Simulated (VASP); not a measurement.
## BAs: single point with PBE

BAs:

```xyz
2
Lattice="0.0000 2.3801 2.3801 2.3801 0.0000 2.3801 2.3801 2.3801 0.0000" Properties=species:S:1:pos:R:3 pbc="T T T"
B     0.0000    0.0000    0.0000
As    1.1901    1.1901    1.1901
```

This cell differs from its parent crystal: volume changed by -3%.

```json
{"Program": "VASP 6.6.1", "Task": "single point", "Functional": "PBE", "Potentials or basis": "VASP PAW PBE potentials, release 64 (B, As)", "Cutoff": "520 eV", "k mesh": "8 × 8 × 8", "Occupations": "gaussian, width 0.01 eV", "Spin": "no spin polarisation", "Dipole correction": "no", "Further INCAR settings": "ALGO = Normal; EDIFF = 1e-07; NBANDS = 11"}
```

```yaml
Pressure: 5.0 GPa
Band_gap_on_the_k_mesh: 1.18 eV, indirect (least direct gap 3.29 eV)
```

Levels at points of the mesh, in eV from the valence-band top:
| k point | band 1 | band 2 | band 3 | band 4 | band 5 | band 6 | band 7 | band 8 | band 9 |
| --- | --- | --- | --- | --- | --- | --- | --- | --- | --- |
| (0.00, 0.00, 0.00) | -15.50 | 0.00 | 0.00 | 0.00 | 3.29 | 3.29 | 3.29 | 4.82 | 9.63 |
| (0.50, 0.00, 0.00) | -12.59 | -8.87 | -1.84 | -1.84 | 2.75 | 4.79 | 4.79 | 8.89 | 12.79 |
| (0.50, 0.50, 0.00) | -11.25 | -8.59 | -4.12 | -4.12 | 1.41 | 1.43 | 11.47 | 11.47 | 12.96 |

It took 25 s on 1 thread of AMD EPYC 7571, with other jobs on the host, peak memory 0.13 GiB.

 A k mesh can miss the band edges.
